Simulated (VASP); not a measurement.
# AlNi (Pm-3m) in VASP: further runs, part 2 of 2

VASP 6.6.1.

## Step 4: Single point, PBEsol, collinear spin, ferromagnetic start

This run uses another cell than the first one, of 11.71 Å³/atom, 1.011 times its volume.

File INCAR:

```
PREC     = Accurate       # precision mode
ENCUT    = 520            # plane-wave cutoff, eV
EDIFF    = 1E-6           # SCF threshold, eV
ISMEAR   = -1             # smearing method
SIGMA    = 0.05           # smearing width, eV
LREAL    = False          # projectors in reciprocal space
LASPH    = True           # aspherical terms in the spheres
NELM     = 150            # most SCF steps
ALGO     = Fast           # electronic algorithm
ISIF     = 2              # what is computed and relaxed
LWAVE    = False          # write WAVECAR
LCHARG   = False          # write CHGCAR
ISPIN    = 2              # spin polarisation
MAGMOM   = 1 0            # initial moments
LORBIT   = 11             # projections on sites
LMAXMIX  = 4              # l up to which the mixer works
GGA      = PS             # functional
NBANDS   = 18             # bands
```

File KPOINTS:

```
Automatic mesh
0
Gamma
  9 9 9
```

File POSCAR:

```
AlNi
1.0
    2.8614742639      0.0000000000      0.0000000000
    0.0000000000      2.8614742639      0.0000000000
    0.0000000000      0.0000000000      2.8614742639
Ni Al
1 1
Direct
    0.5000000000      0.5000000000      0.5000000000
    0.0000000000      0.0000000000      0.0000000000
```

Potentials or basis: VASP PAW PBE potentials, release 64 (Ni, Al).

The run is started by

```bash
> cat potpaw_PBE.64/Ni/POTCAR potpaw_PBE.64/Al/POTCAR > POTCAR
> mpirun -np 1 vasp_std > vasp.out
```

OUTCAR:

```text
PREC = Accurate
   ENCUT = 520
   EDIFF = 1E-6
   ISMEAR = -1
   LREAL = False
   LASPH = True
   NELM = 150
   ISIF = 2
   ISPIN = 2
   LORBIT = 11
   GGA = PS

 ion  position               nearest neighbor table
   1  0.500  0.500  0.500-   2 2.48   2 2.48   2 2.48   2 2.48   2 2.48   2 2.48   2 2.48   2 2.48

   2  0.000  0.000  0.000-   1 2.48   1 2.48   1 2.48   1 2.48   1 2.48   1 2.48   1 2.48   1 2.48

  LATTYP: Found a simple cubic cell.
 ALAT       =     2.8614742639

  Lattice vectors:

 A1 = (   2.8614742639,   0.0000000000,   0.0000000000)
 A2 = (   0.0000000000,   2.8614742639,   0.0000000000)
 A3 = (   0.0000000000,   0.0000000000,   2.8614742639)

Analysis of symmetry for initial positions (statically):
=====================================================================
 Subroutine PRICEL returns:
 Original cell was already a primitive cell.

 Routine SETGRP: Setting up the symmetry group for a
 simple cubic supercell.
[... 705 lines left out ...]
      3       6.8207      1.00000
      4       8.5710      1.00000
      5       8.5710      1.00000
      6       8.5710      1.00000
[... 493 lines left out ...]
     17      32.9987      0.00000
     18      36.9175      0.00000

 [... further k-points ...]

------------------------ aborting loop because EDIFF is reached ----------------------------------------

  FORCE on cell =-STRESS in cart. coord.  units (eV):
  Direction    XX          YY          ZZ          XY          YZ          ZX
  --------------------------------------------------------------------------------------
  -------------------------------------------------------------------------------------
  Total        0.0356715      0.0356715      0.0356715     -0.0000000     -0.0000000      0.0000000
  in kB        2.4392843      2.4392843      2.4392843     -0.0000000     -0.0000000      0.0000000
  external PRESSURE =       2.4392843 kB  Pullay stress =       0.0000000 kB

 VOLUME and BASIS-vectors are now :
 -----------------------------------------------------------------------------
  energy-cutoff  :      520.00
  volume of cell :       23.43
      direct lattice vectors                 reciprocal lattice vectors
     2.861474264  0.000000000  0.000000000     0.349470206  0.000000000  0.000000000
     0.000000000  2.861474264  0.000000000     0.000000000  0.349470206  0.000000000
     0.000000000  0.000000000  2.861474264     0.000000000  0.000000000  0.349470206

 POSITION                                       TOTAL-FORCE (eV/Angst)
 -----------------------------------------------------------------------------------
      1.43074      1.43074      1.43074         0.000000      0.000000      0.000000
      0.00000      0.00000      0.00000         0.000000      0.000000      0.000000
 -----------------------------------------------------------------------------------
    total drift:                                0.000000      0.000000     -0.000000

  FREE ENERGIE OF THE ION-ELECTRON SYSTEM (eV)
  ---------------------------------------------------
  free  energy   TOTEN  =       -11.5859184033 eV

  energy  without entropy=      -11.5795619703  energy(sigma->0) =      -11.58274019

 total charge

# of ion       s       p       d       tot
------------------------------------------
    1        0.489   0.540   8.484   9.513
    2        0.385   0.421   0.000   0.806
--------------------------------------------------
tot          0.873   0.961   8.484  10.319

 magnetization (x)

# of ion       s       p       d       tot
------------------------------------------
    1       -0.000  -0.000  -0.000  -0.000
    2        0.000   0.000   0.000   0.000
--------------------------------------------------
tot         -0.000   0.000  -0.000  -0.000
```

It took 11 s on 1 thread of Intel Xeon 6975P-C (Granite Rapids), shared host; peak memory 0.16 GiB.

Results:

- Free energy: -11.5859 eV
- Pressure: 0.2 GPa
- Net moment: 0.00 μB per cell
- Valence electrons inside the program's atomic spheres: Ni 9.51; Al 0.81

Levels at points of the mesh, in eV from the Fermi level:
Spin up:
| k point | band 4 | band 5 | band 6 | band 7 | band 8 | band 9 |
| --- | --- | --- | --- | --- | --- | --- |
| (0.00, 0.00, 0.00) | -1.60 | -1.60 | -1.60 | 5.58 | 5.58 | 5.58 |
Spin down:
```csv
k point,band 3,band 4,band 5,band 6,band 7,band 8,band 9,band 10
"(0.00, 0.00, 0.00)",-3.35,-1.60,-1.60,-1.60,5.58,5.58,5.58,8.20
```

Caveat: the PAW data sets were made with another functional, which shifts forces and pressure a little.

## Step 5: Single point, PBE, collinear spin, ferromagnetic start

This run uses another cell than the first one, of 12.10 Å³/atom, 1.044 times its volume.

File INCAR:

```
SYSTEM = AlNi
PREC     = Accurate       ! precision mode
ENCUT    = 520            ! plane-wave cutoff, eV
EDIFF    = 1E-6           ! SCF threshold, eV
ISMEAR   = -1             ! smearing method
SIGMA    = 0.05           ! smearing width, eV
LREAL    = .False.        ! projectors in reciprocal space
LASPH    = .True.         ! aspherical terms in the spheres
NELM     = 150            ! most SCF steps
ALGO     = Normal         ! electronic algorithm
ISIF     = 2              ! what is computed and relaxed
LWAVE    = .False.        ! write WAVECAR
LCHARG   = .True.         ! write CHGCAR
ISPIN    = 2              ! spin polarisation
MAGMOM   = 1 0            ! initial moments
LORBIT   = 11             ! projections on sites
LMAXMIX  = 4              ! l up to which the mixer works
GGA      = PE             ! functional
LELF     = .True.         ! ELF
LVHAR    = .True.       
NBANDS   = 18             ! bands
```

File KPOINTS:

```
Automatic mesh
0
Gamma
  9 9 9
  0 0 0
```

File POSCAR:

```
AlNi
1.0
    2.8923351570      0.0000000000      0.0000000000
    0.0000000000      2.8923351570      0.0000000000
    0.0000000000      0.0000000000      2.8923351570
Ni Al
1 1
Direct
    0.5000000000      0.5000000000      0.5000000000
    0.0000000000      0.0000000000      0.0000000000
```

The run is started by

```bash
> cat potpaw_PBE.64/Ni/POTCAR potpaw_PBE.64/Al/POTCAR > POTCAR
> mpirun -np 1 vasp_std > vasp.out
```

It took 11 s on 1 thread of Intel Xeon 6975P-C (Granite Rapids), shared host; peak memory 0.16 GiB.

The run converged. Its results:

```
Free energy                                           : -10.5376 eV
Pressure                                              : 0.0 GPa
Net moment                                            : 0.00 μB per cell
Valence electrons inside the program's atomic spheres : Ni 9.44; Al 0.79
```

Levels at points of the mesh, in eV from the Fermi level:
Spin up:
| k point | band 2 | band 3 | band 4 | band 5 | band 6 | band 7 | band 8 | band 9 | band 10 | band 11 |
| --- | --- | --- | --- | --- | --- | --- | --- | --- | --- | --- |
| (0.00, 0.00, 0.00) | -3.18 | -3.18 | -1.53 | -1.53 | -1.53 | 5.46 | 5.46 | 5.46 | 8.09 | 8.09 |
Spin down:
| k point | band 2 | band 3 | band 4 | band 5 | band 6 | band 7 | band 8 | band 9 | band 10 | band 11 |
| --- | --- | --- | --- | --- | --- | --- | --- | --- | --- | --- |
| (0.00, 0.00, 0.00) | -3.18 | -3.18 | -1.53 | -1.53 | -1.53 | 5.46 | 5.46 | 5.46 | 8.09 | 8.09 |

## Step 6: Overview

```tsv
level	cell	gap on the mesh (eV)	pressure (GPa)	moment (μB)
PBEsol	a = 2.851 Å, 2 atoms	none	2.1	0.00
PBEsol	a = 2.861 Å, 2 atoms	none	0.2	0.00
PBE	a = 2.892 Å, 2 atoms	none	0.0	0.00
```

Alike in all rows: task single point; potentials or basis VASP PAW PBE potentials, release 64 (Ni, Al); spin collinear, ferromagnetic start; k mesh 9 × 9 × 9; cutoff (eV) 520; smearing fermi-dirac 0.05 eV.

Caveats: the PAW data sets were made with another functional, which shifts forces and pressure a little (some runs).

Total energies depend on the potentials used, so only differences within one code and one set of settings carry meaning.
